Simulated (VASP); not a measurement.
Set up this calculation in VASP 6.6.1, as the native input.

| Item | Value |
| --- | --- |
| Task | single point |
| Functional | PBE |
| Potentials or basis | VASP PAW PBE potentials, release 64 (Al, B, N) |
| Cutoff | 520 eV |
| k mesh | 6 × 6 × 4 |
| Occupations | gaussian, width 0.1 eV |
| Spin | no spin polarisation |
| Dipole correction | no |
| Further INCAR settings | ALGO = Normal; EDIFF = 1e-07; NBANDS = 36 |

The structure of AlB2N3 lies in POSCAR:

```
AlB2N3
1.0
    4.5321249600      0.0000000000      0.0000000000
   -2.2660624800      3.9249353500      0.0000000000
    0.0000000000      0.0000000000      6.9608271300
Al B N
2 4 6
Direct
    0.3333333300      0.6666666700      0.0000000000
    0.6666666700      0.3333333300      0.0000000000
    0.0000000000      0.0000000000      0.0000000000
    0.6666666700      0.6666666700      0.5000000000
    0.3333333300      0.0000000000      0.5000000000
    0.0000000000      0.3333333300      0.5000000000
    0.3333333300      0.6666666700      0.5000000000
    0.0000000000      0.0000000000      0.5000000000
    0.6666666700      0.3333333300      0.5000000000
    0.6666666700      0.6666666700      0.0000000000
    0.3333333300      0.0000000000      0.0000000000
    0.0000000000      0.3333333300      0.0000000000
```

These files were run (other wordings do the same):

INCAR

```
SYSTEM = AlB2N3
  ALGO = Normal
  EDIFF = 1E-7
  ENCUT = 520
  GGA = PE
  ISIF = 2
  ISMEAR = 0
  LASPH = .True.
  LCHARG = .True.
  LELF = .True.
  LREAL = .False.
  LVHAR = .True.
  LWAVE = .False.
  NBANDS = 36
  NELM = 80
  PREC = Accurate
  SIGMA = 0.1
```

KPOINTS

```
k-points
0
Gamma
  6 6 4
  0 0 0
```

Potentials or basis: VASP PAW PBE potentials, release 64 (Al, B, N).

Run with:

```sh
$ cat potpaw_PBE.64/Al/POTCAR potpaw_PBE.64/B/POTCAR potpaw_PBE.64/N/POTCAR > POTCAR
$ mpirun -np 1 vasp_std > vasp.out
```

Results of the run:

```yaml
Pressure: 41.1 GPa
Largest_force: 14.616 eV/Å
Band_gap_on_the_k_mesh: 3.82 eV
```

Caveat: the cell stands under pressure; forces of over 1 eV/Å act on the atoms, so gaps and moduli don't describe the material at rest.

It took 71 s on 1 thread of Intel(R) Xeon(R) 6975P-C (Granite Rapids), on a shared host, peak memory 0.28 GiB.
